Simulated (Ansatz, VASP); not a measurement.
Two plane-wave programs on AlN

```
Al N
1.0
     3.43346    0.00000    0.00000
    -1.71673    2.97346    0.00000
     0.00000    0.00000    4.10333
Al N
2 2
Direct
  0.33333 0.66667 0.75000
  0.66667 0.33333 0.25000
  0.33333 0.66667 0.25000
  0.66667 0.33333 0.75000
```

Alike in both runs: task single point; functional PBEsol; k mesh 9 × 9 × 6; occupations gaussian, width 0.05 eV; no spin polarisation.

```csv
,VASP,Ansatz
version,VASP 6.6.1,Ansatz 0.2.0
potentials or method,"VASP PAW PBE potentials, release 64 (Al, N), cutoff 520 eV","scalar-relativistic, plane waves, PAW"
valence electrons in the cell,16,16
```

|  | VASP | Ansatz | Ansatz less VASP |
| --- | --- | --- | --- |
| gap on the k mesh at the Fermi level (eV) | 3.00 | 2.99 | -0.010 |
| least direct gap on the mesh (eV) | 3.00 | 2.99 | -0.010 |
| pressure (GPa) | -13.3 | -13.3 | +0.04 |
| traceless stress, the component that is largest in VASP (GPa) | 5.74 | 5.68 | -0.055 |

VASP's potentials were made for PBE, not for PBEsol, and Ansatz warns of the same on its side.
